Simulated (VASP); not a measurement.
# WSe2 (P6_3/mmc) in VASP: relaxation of shape and atoms at fixed volume with r2SCAN+D3(BJ)

Aim: the relaxation of shape and atoms at fixed volume of WSe2 with r2SCAN+D3(BJ).

All numbers are computed with VASP 6.6.1; they aren't measurements. Logs are shortened: lines on timing, memory, paths and dates and some standing lists are left out, and cuts for length are marked.

## Step 1: The cell of the first run

It takes space group P6_3/mmc (No. 194, hexagonal). Conventional cell: a = 3.248 Å, b = 3.248 Å, c = 12.676 Å, α = 90.00°, β = 90.00°, γ = 120.00°. Within 3.3 Å of W (site symmetry -6m2) lie 6 Se at 2.50 Å and 6 W at 3.25 Å. Within 3.3 Å of Se (site symmetry 3m) lie 3 W at 2.50 Å and 7 Se at 3.25 to 3.30 Å.

## Step 2: Relaxation of shape and atoms at fixed volume, r2SCAN+D3(BJ) (19.30 Å³/atom)

The input, POSCAR:

```
WSe2
1.0
    3.2476636868      0.0000000000      0.0000000000
   -1.6238318434      2.8125592557      0.0000000000
    0.0000000000      0.0000000000     12.6759430016
W Se
2 4
Direct
    0.3333333333      0.6666666667      0.2500000000
    0.6666666667      0.3333333333      0.7500000000
    0.3333333333      0.6666666667      0.6199690134
    0.6666666667      0.3333333333      0.1199690134
    0.3333333333      0.6666666667      0.8800309866
    0.6666666667      0.3333333333      0.3800309866
```

The input, INCAR.step1:

```
  PREC = Accurate
  ENCUT = 600
  ISMEAR = 0
  SIGMA = 0.02
  LREAL = F
  LASPH = T
  NELM = 80
  GGA = PE
  ALGO = Normal
  EDIFF = 1E-4
  LWAVE = T
  LCHARG = F
```

The input, INCAR.step2:

```
  PREC = Accurate
  ENCUT = 600
  EDIFF = 1E-6
  ISMEAR = 0
  SIGMA = 0.02
  LREAL = F
  LASPH = T
  NELM = 80
  ALGO = Normal
  ISIF = 4
  LWAVE = F
  LCHARG = F
  METAGGA = R2SCAN
  LMIXTAU = T
  IVDW = 12
  VDW_S6 = 1.0
  VDW_S8 = 0.78981345
  VDW_A1 = 0.49484001
  VDW_A2 = 5.73083694
  IBRION = 2
  NSW = 50
  EDIFFG = -0.01
  ISTART = 1
```

The input, KPOINTS:

```
regular mesh
0
Gamma
  9 9 2
```

Potentials or basis: VASP PAW PBE potentials, release 64 (W_sv, Se).

Launch:

```sh
$ cat potpaw_PBE.64/W_sv/POTCAR potpaw_PBE.64/Se/POTCAR > POTCAR
$ cp INCAR.step1 INCAR
$ mpirun -np 1 vasp_std > vasp.out
$ cp INCAR.step2 INCAR
$ mpirun -np 1 vasp_std > vasp.out
```

OUTCAR:

```text
PREC = Accurate
   ENCUT = 600
   EDIFF = 1E-6
   ISMEAR = 0
   LREAL = F
   LASPH = T
   NELM = 80
   ISIF = 4
   METAGGA = R2SCAN
   IVDW = 12
   IBRION = 2
   NSW = 50
   EDIFFG = -0.01
   ISTART = 1
 IVDW          = 12

 ion  position               nearest neighbor table
   1  0.333  0.667  0.250-   4 2.50   6 2.50   4 2.50   6 2.50   4 2.50   6 2.50
   2  0.667  0.333  0.750-   3 2.50   5 2.50   3 2.50   5 2.50   3 2.50   5 2.50
   3  0.333  0.667  0.620-   2 2.50   2 2.50   2 2.50
   4  0.667  0.333  0.120-   1 2.50   1 2.50   1 2.50
   5  0.333  0.667  0.880-   2 2.50   2 2.50   2 2.50
   6  0.667  0.333  0.380-   1 2.50   1 2.50   1 2.50

  LATTYP: Found a hexagonal cell.
 ALAT       =     3.2476636868
 C/A-ratio  =     3.9030959558

  Lattice vectors:

 A1 = (   3.2476636868,   0.0000000000,   0.0000000000)
 A2 = (  -1.6238318434,   2.8125592557,   0.0000000000)
 A3 = (   0.0000000000,   0.0000000000,  12.6759430016)

Analysis of symmetry for initial positions (statically):
=====================================================================
 Subroutine PRICEL returns:
 Original cell was already a primitive cell.

 Routine SETGRP: Setting up the symmetry group for a
 hexagonal supercell.

 Subroutine GETGRP returns: Found 24 space group operations
 (whereof 12 operations were pure point group operations)
 out of a pool of 24 trial point group operations.

The static configuration has the point symmetry D_3d.
 The point group associated with its full space group is D_6h.

Analysis of symmetry for dynamics (positions and initial velocities):
=====================================================================
 Subroutine PRICEL returns:
 Original cell was already a primitive cell.

 Routine SETGRP: Setting up the symmetry group for a
 hexagonal supercell.

 Subroutine GETGRP returns: Found 24 space group operations
 (whereof 12 operations were pure point group operations)
 out of a pool of 24 trial point group operations.

The dynamic configuration has the point symmetry D_3d.
 The point group associated with its full space group is D_6h.

 Subroutine INISYM returns: Found 24 space group operations
 (whereof 12 operations are pure point group operations),
 and found     1 'primitive' translations

----------------------------------------------------------------------------------------

                                     Primitive cell

  volume of cell :     115.7852

  direct lattice vectors                    reciprocal lattice vectors
     3.247663687  0.000000000  0.000000000     0.307913656  0.177774032  0.000000000
    -1.623831843  2.812559256  0.000000000     0.000000000  0.355548065  0.000000000
     0.000000000  0.000000000 12.675943002     0.000000000  0.000000000  0.078889594

  length of vectors
     3.247663687  3.247663687 12.675943002     0.355548065  0.355548065  0.078889594

  position of ions in fractional coordinates (direct lattice)
     0.333333333  0.666666667  0.250000000
     0.666666667  0.333333333  0.750000000
     0.333333333  0.666666667  0.619969013
     0.666666667  0.333333333  0.119969013
     0.333333333  0.666666667  0.880030987
     0.666666667  0.333333333  0.380030987

  ion indices of the primitive-cell ions
   primitive index   ion index
                 1           1
                 2           2
                 3           3
                 4           4
                 5           5
                 6           6

----------------------------------------------------------------------------------------

 KPOINTS: regular mesh

Automatic generation of k-mesh.
 Grid dimensions read from file:
 generate k-points for:    9    9    2

 Generating k-lattice:

  Cartesian coordinates                     Fractional coordinates (reciprocal lattice)
     0.034212628  0.019752670  0.000000000     0.111111111  0.000000000  0.000000000
     0.000000000  0.039505341  0.000000000     0.000000000  0.111111111  0.000000000
     0.000000000  0.000000000  0.039444797     0.000000000  0.000000000  0.500000000

  Length of vectors
     0.039505341  0.039505341  0.039444797

  Shift w.r.t. Gamma in fractional coordinates (k-lattice)
     0.000000000  0.000000000  0.000000000

 Subroutine IBZKPT returns following result:
 ===========================================

 Found     24 irreducible k-points:

 Following reciprocal coordinates:
            Coordinates               Weight
  0.000000  0.000000  0.000000      1.000000
  0.111111  0.000000  0.000000      6.000000
  0.222222 -0.000000  0.000000      6.000000
  0.333333 -0.000000  0.000000      6.000000
  0.444444 -0.000000  0.000000      6.000000
  0.111111  0.111111  0.000000      6.000000
[... 16 lines left out ...]
  0.333333  0.222222  0.500000     12.000000
  0.333333  0.333333  0.500000      2.000000
   k-points           NKPTS =     24   k-points in BZ     NKDIM =     24   number of bands    NBANDS=     31
   number of dos      NEDOS =    301   number of ions     NIONS =      6
   total plane-waves  NPLWV =  84672
   dimension x,y,z NGX =    28 NGY =   28 NGZ =  108
   dimension x,y,z NGXF=    56 NGYF=   56 NGZF=  216
   ions per type =               2   4
   NGX,Y,Z   is equivalent  to a cutoff of  14.33, 14.33, 14.16 a.u.
   NGXF,Y,Z  is equivalent  to a cutoff of  28.67, 28.67, 28.33 a.u.
 SYSTEM =  unknown system
   PREC   = accura    normal or accurate (medium, high low for compatibility)
   ISTART =      1    job   : 0-new  1-cont  2-samecut
   ICHARG =      0    charge: 1-file 2-atom 10-const
   ISPIN  =      1    spin polarized calculation?
   LNONCOLLINEAR =      F non collinear calculations
   LSORBIT =      F    spin-orbit coupling
   LASPH  =      T    aspherical Exc in radial PAW
   ENCUT  =  600.0 eV  44.10 Ry    6.64 a.u.   6.49  6.49 25.32*2*pi/ulx,y,z
   NELM   =     80;   NELMIN=  2; NELMDL=  0     # of ELM steps
   EDIFF  = 0.1E-05   stopping-criterion for ELM
   LREAL  =      F    real-space projection
   EDIFFG = -.1E-01   stopping-criterion for IOM
   NSW    =     50    number of steps for IOM
   IBRION =      2    ionic relax: 0-MD 1-quasi-New 2-CG
   NFREE  =      1    steps in history (QN), initial steepest desc. (CG)
   ISIF   =      4    stress and relaxation
   ISYM   =      2    0-nonsym 1-usesym 2-fastsym
   POTIM  = 0.5000    time-step for ionic-motion
   TEBEG  =    0.0;   TEEND  =   0.0 temperature during run
   PSTRESS=    0.0 pullay stress
   NELECT =      52.0000    total number of electrons
   NUPDOWN=      -1.0000    fix difference up-down
   EMIN   =  10.00;   EMAX   =-10.00  energy-range for DOS
   EFERMI =   0.00;   METHOD = LEGACY
   ISMEAR =     0;   SIGMA  =   0.02  broadening in eV -4-tet -1-fermi 0-gaus
   EFERMI_NEDOS =   21; number of points for ismear=-14 and -15
   IALGO  =     38    algorithm
   IMIX   =      4    mixing-type and parameters
     AMIX     =   0.40;   BMIX     =  1.00
     AMIX_MAG =   1.60;   BMIX_MAG =  1.00
  volume/ion in A,a.u.               =      19.30       130.23
  Fermi-wavevector in a.u.,A,eV,Ry     =   1.253694  2.369138 21.384945  1.571749
  Thomas-Fermi vector in A             =   2.387535
   LORBIT       =      0    0 simple, 1 ext, 2 COOP (PROOUT), +10 PAW based schemes
   METAGGA = R2SCAN    functional components
   LHFCALC =     F    Hartree Fock is set to
   AEXX    =    0.0000 exact exchange contribution
   IVDW    =    12    specifies the selected vdW correction
   LEPSILON=     F    determine dielectric tensor
   LRPA    =     F    only Hartree local field effects (RPA)
 conjugate gradient relaxation of ions
 non-spin polarized calculation
 Gauss-broadening in eV      SIGMA  =   0.02
  energy-cutoff  :      600.00
  volume of cell :      115.79
 maximum number of plane-waves:      3912
 NGX is ok and might be reduce to    28
   NGX = 13   NGY = 13   NGZ = 51

--------------------------------------- Ionic step        1  -------------------------------------------

 number of electron      52.0000002 magnetization

 Free energy of the ion-electron system (eV)
  ---------------------------------------------------
  ext. energy  EPLUGINS =         0.00000000
  ---------------------------------------------------
  free energy    TOTEN  =      -163.35148452 eV

  energy without entropy =     -163.35148452  energy(sigma->0) =     -163.35148452

------------------------ aborting loop because EDIFF is reached ----------------------------------------

 Edisp (eV)   -1.38932

 E8    (eV) :    -0.4899

  FORCE on cell =-STRESS in cart. coord.  units (eV):
  Direction    XX          YY          ZZ          XY          YZ          ZX
  --------------------------------------------------------------------------------------
  -------------------------------------------------------------------------------------
  Total       4.86062     4.86062     5.54676     0.00000     0.00000    -0.00000
  in kB      67.25885    67.25885    76.75334     0.00000     0.00000    -0.00000
  external pressure =       70.42 kB  Pullay stress =        0.00 kB

 VOLUME and BASIS-vectors are now :
 -----------------------------------------------------------------------------
  energy-cutoff  :      600.00
  volume of cell :      115.79
      direct lattice vectors                 reciprocal lattice vectors
     3.247663687  0.000000000  0.000000000     0.307913656  0.177774032  0.000000000
    -1.623831843  2.812559256  0.000000000     0.000000000  0.355548065  0.000000000
     0.000000000  0.000000000 12.675943002     0.000000000  0.000000000  0.078889594
[... 133 lines left out ...]
 POSITION                                       TOTAL-FORCE (eV/Angst)
 -----------------------------------------------------------------------------------
     -0.00000      1.87947      3.15407        -0.000000      0.000000     -0.000000
      1.62767      0.93973      9.46222         0.000000     -0.000000     -0.000000
     -0.00000      1.87947      7.78999         0.000000      0.000000     -0.025078
      1.62767      0.93973      1.48184         0.000000     -0.000000     -0.025078
     -0.00000      1.87947     11.13445         0.000000      0.000000      0.025078
      1.62767      0.93973      4.82630         0.000000     -0.000000      0.025078
 -----------------------------------------------------------------------------------
    total drift:                               -0.000000      0.000000     -0.000000

  FREE ENERGIE OF THE ION-ELECTRON SYSTEM (eV)
  ---------------------------------------------------
  free  energy   TOTEN  =      -164.7805282449 eV

  energy  without entropy=     -164.7805282449  energy(sigma->0) =     -164.78052824

--------------------------------------- Ionic step        5  -------------------------------------------

 number of electron      52.0000001 magnetization

 Free energy of the ion-electron system (eV)
  ---------------------------------------------------
  ext. energy  EPLUGINS =         0.00000000
  ---------------------------------------------------
  free energy    TOTEN  =      -163.39178329 eV

  energy without entropy =     -163.39178329  energy(sigma->0) =     -163.39178329

 E-fermi :   6.8977     XC(G=0): -11.7256

 val. band max:        6.7793387223   @ k =   0.0000   0.0000   0.0000
 cond. band min:       7.8154710861   @ k =   0.2222   0.1111   0.0000
 fundamental gap:      1.0361323637
 Fermi energy:         6.8977136760

 k-point     1 :       0.0000    0.0000    0.0000
  band No.  band energies     occupation
      1     -69.6059      2.00000
      2     -69.6059      2.00000
      3     -33.2266      2.00000
      4     -33.2265      2.00000
      5     -33.0757      2.00000
      6     -33.0757      2.00000
[... 831 lines left out ...]
 POSITION                                       TOTAL-FORCE (eV/Angst)
 -----------------------------------------------------------------------------------
     -0.00000      1.88434      3.13778        -0.000000     -0.000000      0.000000
      1.63189      0.94217      9.41333         0.000000     -0.000000      0.000000
     -0.00000      1.88434      7.74442         0.000000      0.000000     -0.006122
      1.63189      0.94217      1.46886        -0.000000     -0.000000     -0.006122
     -0.00000      1.88434     11.08225        -0.000000      0.000000      0.006122
      1.63189      0.94217      4.80669        -0.000000     -0.000000      0.006122
 -----------------------------------------------------------------------------------
    total drift:                               -0.000000      0.000000     -0.000000

  FREE ENERGIE OF THE ION-ELECTRON SYSTEM (eV)
  ---------------------------------------------------
  free  energy   TOTEN  =      -164.7823911457 eV

  energy  without entropy=     -164.7823911457  energy(sigma->0) =     -164.78239115

 reached required accuracy - stopping structural energy minimisation
```

Run time: 36 min. Hardware: 1 thread of Intel Xeon Platinum 8375C at 2.90GHz (Ice Lake), shared host; peak memory 0.35 GiB.

Results:

```yaml
Free_energy: -164.7824 eV
Energy_gained_by_relaxing: 6.9 meV/atom
Ionic_steps: 5
Pressure_after_relaxing: 3.7 GPa
Largest_force_after_relaxing: 0.006 eV/Å
Band_gap_on_the_k_mesh: 1.04 eV (least direct gap 1.69 eV)
Dispersion_energy_per_atom: -0.232 eV
```

Forces in eV/Å, atoms in the order of the input:
```
W    0.000  0.000  0.000
W    0.000  0.000  0.000
Se   0.000  0.000 -0.006
Se   0.000  0.000 -0.006
Se   0.000  0.000  0.006
Se   0.000  0.000  0.006
```

Step by step:
```csv
step,energy change (eV),largest force (eV/Å),pressure (GPa),volume (Å³)
1,0.0000,0.6081,7.04,115.79
2,-0.0283,0.0708,4.05,115.79
3,-0.0298,0.0513,4.59,115.79
4,-0.0397,0.0251,4.05,115.79
5,-0.0416,0.0061,3.71,115.79
```

Final structure:
```
W Se
1.0
     3.26377    0.00000    0.00000
    -1.63189    2.82651    0.00000
     0.00000    0.00000   12.55111
W Se
2 4
Direct
  0.33333 0.66667 0.25000
  0.66667 0.33333 0.75000
  0.33333 0.66667 0.61703
  0.66667 0.33333 0.11703
  0.33333 0.66667 0.88297
  0.66667 0.33333 0.38297
```

Levels at points of the mesh, in eV from the valence-band top:
```
           k point  band 23  band 24  band 25  band 26  band 27  band 28  band 29  band 30
(0.00, 0.00, 0.00)    -1.72    -1.34    -1.01     0.00     2.69     2.69     2.73     2.73
(0.00, 0.00, 0.50)    -1.76    -1.76    -0.22    -0.22     2.69     2.69     2.69     2.69
```

Caveat: the PAW data sets were made with another functional, which shifts forces and pressure a little; spin-orbit coupling is left out, which moves the levels of the heavy elements. A k mesh can miss the band edges.
